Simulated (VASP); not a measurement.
# LiBr (Fm-3m) in VASP: single point with PBEsol

Aim: the single point of LiBr with PBEsol.

Program: VASP 6.6.1. These are calculated values, not measurements. Logs are shortened: lines on timing, memory, paths and dates and some standing lists are left out, and cuts for length are marked.

### Step 1. The cell of the first run

It takes space group Fm-3m (No. 225, cubic). The conventional cell has a = 5.501 Å, b = 5.501 Å, c = 5.501 Å, α = 90.00°, β = 90.00°, γ = 90.00°. Within 3.6 Å of Li (site symmetry m-3m) lie 6 Br at 2.75 Å. Within 3.6 Å of Br (site symmetry m-3m) lie 6 Li at 2.75 Å.

### Step 2. Single point, PBEsol

File INCAR:

```
SYSTEM = LiBr
PREC = Accurate
ENCUT = 750
EDIFF = 1E-6
ISMEAR = 0
SIGMA = 0.01
LREAL = .FALSE.
LASPH = .TRUE.
NELM = 120
ALGO = Normal
ISIF = 2
LWAVE = .FALSE.
LCHARG = .FALSE.
GGA = PS
NBANDS = 12
GGA_COMPAT = .FALSE.
```

File KPOINTS:

```
Automatic mesh
0
G
  2 2 2
  0 0 0
```

File POSCAR:

```
LiBr
1.0
    0.0000000000      2.7506500000      2.7506500000
    2.7506500000      0.0000000000      2.7506500000
    2.7506500000      2.7506500000      0.0000000000
Li Br
1 1
Direct
    0.0000000000      0.0000000000      0.0000000000
    0.5000000000      0.5000000000      0.5000000000
```

Potentials or basis: VASP PAW PBE potentials, release 64 (Li_sv, Br).

Launch:

```sh
$ cat potpaw_PBE.64/Li_sv/POTCAR potpaw_PBE.64/Br/POTCAR > POTCAR
$ mpirun -np 1 vasp_std > vasp.out
```

OUTCAR:

```text
SYSTEM = LiBr
   PREC = Accurate
   ENCUT = 750
   EDIFF = 1E-6
   ISMEAR = 0
   LREAL = .FALSE.
   LASPH = .TRUE.
   NELM = 120
   ISIF = 2
   GGA = PS

 ion  position               nearest neighbor table
   1  0.000  0.000  0.000-
   2  0.500  0.500  0.500-

  LATTYP: Found a face centered cubic cell.
 ALAT       =     5.5013000000

  Lattice vectors:

 A1 = (   0.0000000000,   2.7506500000,   2.7506500000)
 A2 = (   2.7506500000,   0.0000000000,   2.7506500000)
 A3 = (   2.7506500000,   2.7506500000,   0.0000000000)

Analysis of symmetry for initial positions (statically):
=====================================================================
 Subroutine PRICEL returns:
 Original cell was already a primitive cell.

 Routine SETGRP: Setting up the symmetry group for a
 face centered cubic supercell.

 Subroutine GETGRP returns: Found 48 space group operations
 (whereof 48 operations were pure point group operations)
 out of a pool of 48 trial point group operations.

The static configuration has the point symmetry O_h .

Analysis of symmetry for dynamics (positions and initial velocities):
=====================================================================
 Subroutine PRICEL returns:
 Original cell was already a primitive cell.

 Routine SETGRP: Setting up the symmetry group for a
 face centered cubic supercell.

 Subroutine GETGRP returns: Found 48 space group operations
 (whereof 48 operations were pure point group operations)
 out of a pool of 48 trial point group operations.

The dynamic configuration has the point symmetry O_h .

 Subroutine INISYM returns: Found 48 space group operations
 (whereof 48 operations are pure point group operations),
 and found     1 'primitive' translations

----------------------------------------------------------------------------------------

                                     Primitive cell

  volume of cell :      41.6233

  direct lattice vectors                    reciprocal lattice vectors
     0.000000000  2.750650000  2.750650000    -0.181775217  0.181775217  0.181775217
     2.750650000  0.000000000  2.750650000     0.181775217 -0.181775217  0.181775217
     2.750650000  2.750650000  0.000000000     0.181775217  0.181775217 -0.181775217

  length of vectors
     3.890006535  3.890006535  3.890006535     0.314843911  0.314843911  0.314843911

  position of ions in fractional coordinates (direct lattice)
     0.000000000  0.000000000  0.000000000
     0.500000000  0.500000000  0.500000000

  ion indices of the primitive-cell ions
   primitive index   ion index
                 1           1
                 2           2

----------------------------------------------------------------------------------------

 KPOINTS: Automatic mesh

Automatic generation of k-mesh.
 Grid dimensions read from file:
 generate k-points for:    2    2    2

 Generating k-lattice:

  Cartesian coordinates                     Fractional coordinates (reciprocal lattice)
    -0.090887608  0.090887608  0.090887608     0.500000000  0.000000000  0.000000000
     0.090887608 -0.090887608  0.090887608     0.000000000  0.500000000  0.000000000
     0.090887608  0.090887608 -0.090887608     0.000000000  0.000000000  0.500000000

  Length of vectors
     0.157421955  0.157421955  0.157421955

  Shift w.r.t. Gamma in fractional coordinates (k-lattice)
     0.000000000  0.000000000  0.000000000

 Subroutine IBZKPT returns following result:
 ===========================================

 Found      3 irreducible k-points:

 Following reciprocal coordinates:
            Coordinates               Weight
  0.000000  0.000000  0.000000      1.000000
  0.500000  0.000000  0.000000      4.000000
  0.500000  0.500000  0.000000      3.000000
   k-points           NKPTS =      3   k-points in BZ     NKDIM =      3   number of bands    NBANDS=     12
   number of dos      NEDOS =    301   number of ions     NIONS =      2
   total plane-waves  NPLWV =  46656
   dimension x,y,z NGX =    36 NGY =   36 NGZ =   36
   dimension x,y,z NGXF=    72 NGYF=   72 NGZF=   72
   ions per type =               1   1
   NGX,Y,Z   is equivalent  to a cutoff of  15.39, 15.39, 15.39 a.u.
   NGXF,Y,Z  is equivalent  to a cutoff of  30.77, 30.77, 30.77 a.u.
 SYSTEM =  LiBr
   PREC   = accura    normal or accurate (medium, high low for compatibility)
   ISTART =      0    job   : 0-new  1-cont  2-samecut
   ICHARG =      2    charge: 1-file 2-atom 10-const
   ISPIN  =      1    spin polarized calculation?
   LNONCOLLINEAR =      F non collinear calculations
   LSORBIT =      F    spin-orbit coupling
   LASPH  =      T    aspherical Exc in radial PAW
   ENCUT  =  750.0 eV  55.12 Ry    7.42 a.u.   8.69  8.69  8.69*2*pi/ulx,y,z
   NELM   =    120;   NELMIN=  2; NELMDL= -5     # of ELM steps
   EDIFF  = 0.1E-05   stopping-criterion for ELM
   LREAL  =      F    real-space projection
   EDIFFG = 0.1E-04   stopping-criterion for IOM
   NSW    =      0    number of steps for IOM
   IBRION =     -1    ionic relax: 0-MD 1-quasi-New 2-CG
   NFREE  =      0    steps in history (QN), initial steepest desc. (CG)
   ISIF   =      2    stress and relaxation
   ISYM   =      2    0-nonsym 1-usesym 2-fastsym
   POTIM  = 0.5000    time-step for ionic-motion
   TEBEG  =    0.0;   TEEND  =   0.0 temperature during run
   PSTRESS=    0.0 pullay stress
   NELECT =      10.0000    total number of electrons
   NUPDOWN=      -1.0000    fix difference up-down
   EMIN   =  10.00;   EMAX   =-10.00  energy-range for DOS
   EFERMI =   0.00;   METHOD = LEGACY
   ISMEAR =     0;   SIGMA  =   0.01  broadening in eV -4-tet -1-fermi 0-gaus
   EFERMI_NEDOS =   21; number of points for ismear=-14 and -15
   IALGO  =     38    algorithm
   IMIX   =      4    mixing-type and parameters
     AMIX     =   0.40;   BMIX     =  1.00
     AMIX_MAG =   1.60;   BMIX_MAG =  1.00
  volume/ion in A,a.u.               =      20.81       140.44
  Fermi-wavevector in a.u.,A,eV,Ry     =   1.017723  1.923217 14.092366  1.035760
  Thomas-Fermi vector in A             =   2.151140
   LORBIT       =      0    0 simple, 1 ext, 2 COOP (PROOUT), +10 PAW based schemes
   GGA     = PS    functional components
   LHFCALC =     F    Hartree Fock is set to
   AEXX    =    0.0000 exact exchange contribution
   IVDW    =     0    specifies the selected vdW correction
   LEPSILON=     F    determine dielectric tensor
   LRPA    =     F    only Hartree local field effects (RPA)
 non-spin polarized calculation
 Gauss-broadening in eV      SIGMA  =   0.01
  energy-cutoff  :      750.00
  volume of cell :       41.62
 maximum number of plane-waves:      1964
 NGX is ok and might be reduce to    36
   NGX = 17   NGY = 17   NGZ = 17

 number of electron      10.0000001 magnetization

 Free energy of the ion-electron system (eV)
  ---------------------------------------------------
  ext. energy  EPLUGINS =         0.00000000
  ---------------------------------------------------
  free energy    TOTEN  =        -6.25467847 eV

  energy without entropy =       -6.25467847  energy(sigma->0) =       -6.25467847

 E-fermi :   0.7024     XC(G=0):  -8.4781

 val. band max:        0.4987144805   @ k =   0.0000   0.0000   0.0000
 cond. band min:       5.1558555644   @ k =   0.0000   0.0000   0.0000
 fundamental gap:      4.6571410839
 Fermi energy:         0.7024167641

 k-point     1 :       0.0000    0.0000    0.0000
  band No.  band energies     occupation
      1     -43.6408      2.00000
      2     -12.9111      2.00000
      3       0.4987      2.00000
      4       0.4987      2.00000
      5       0.4987      2.00000
      6       5.1559      0.00000
      7      10.7404      0.00000
      8      10.7404      0.00000
      9      10.7404      0.00000
     10      12.4404      0.00000
     11      12.4404      0.00000
     12      12.4404      0.00000

 k-point     2 :       0.5000    0.0000    0.0000
  band No.  band energies     occupation
      1     -43.6397      2.00000
      2     -12.4185      2.00000
      3      -2.4959      2.00000
      4       0.2285      2.00000
      5       0.2285      2.00000
      6       5.8201      0.00000
      7       8.3284      0.00000
      8       8.3284      0.00000
      9      12.0779      0.00000
     10      14.1948      0.00000
     11      16.0943      0.00000
     12      16.0943      0.00000

 k-point     3 :       0.5000    0.5000    0.0000
  band No.  band energies     occupation
      1     -43.6394      2.00000
      2     -12.2186      2.00000
      3      -2.5000      2.00000
      4      -0.6886      2.00000
      5      -0.6886      2.00000
      6       6.4666      0.00000
      7       7.3041      0.00000
      8      11.9360      0.00000
      9      12.6880      0.00000
     10      12.6880      0.00000
     11      16.1043      0.00000
     12      17.8687      0.00000

------------------------ aborting loop because EDIFF is reached ----------------------------------------

  FORCE on cell =-STRESS in cart. coord.  units (eV):
  Direction    XX          YY          ZZ          XY          YZ          ZX
  --------------------------------------------------------------------------------------
  -------------------------------------------------------------------------------------
  Total        1.0777319      1.0777319      1.0777319      0.0000000      0.0000000     -0.0000000
  in kB       41.4844476     41.4844476     41.4844476      0.0000000      0.0000000     -0.0000000
  external PRESSURE =      41.4844476 kB  Pullay stress =       0.0000000 kB

 VOLUME and BASIS-vectors are now :
 -----------------------------------------------------------------------------
  energy-cutoff  :      750.00
  volume of cell :       41.62
      direct lattice vectors                 reciprocal lattice vectors
     0.000000000  2.750650000  2.750650000    -0.181775217  0.181775217  0.181775217
     2.750650000  0.000000000  2.750650000     0.181775217 -0.181775217  0.181775217
     2.750650000  2.750650000  0.000000000     0.181775217  0.181775217 -0.181775217

 POSITION                                       TOTAL-FORCE (eV/Angst)
 -----------------------------------------------------------------------------------
      0.00000      0.00000      0.00000        -0.000000      0.000000      0.000000
      2.75065      2.75065      2.75065         0.000000     -0.000000     -0.000000
 -----------------------------------------------------------------------------------
    total drift:                                0.000000      0.000000      0.000000

  FREE ENERGIE OF THE ION-ELECTRON SYSTEM (eV)
  ---------------------------------------------------
  free  energy   TOTEN  =        -6.2546784723 eV

  energy  without entropy=       -6.2546784723  energy(sigma->0) =       -6.25467847
```

It took 2.8 s on 1 thread of Intel Xeon 6975P-C (Granite Rapids), shared host; peak memory 0.19 GiB.

Results:

```
Free energy            : -6.2547 eV
Pressure               : 4.1 GPa
Band gap on the k mesh : 4.66 eV, direct
```

Levels at points of the mesh, in eV from the valence-band top:
```tsv
k point	band 1	band 2	band 3	band 4	band 5	band 6	band 7	band 8	band 9	band 10
(0.00, 0.00, 0.00)	-44.14	-13.41	0.00	0.00	0.00	4.66	10.24	10.24	10.24	11.94
(0.50, 0.00, 0.00)	-44.14	-12.92	-2.99	-0.27	-0.27	5.32	7.83	7.83	11.58	13.70
(0.50, 0.50, 0.00)	-44.14	-12.72	-3.00	-1.19	-1.19	5.97	6.81	11.44	12.19	12.19
```

Caveat: the k points lie up to 0.99 Å⁻¹ apart; the PAW data sets were made with another functional, which shifts forces and pressure a little.
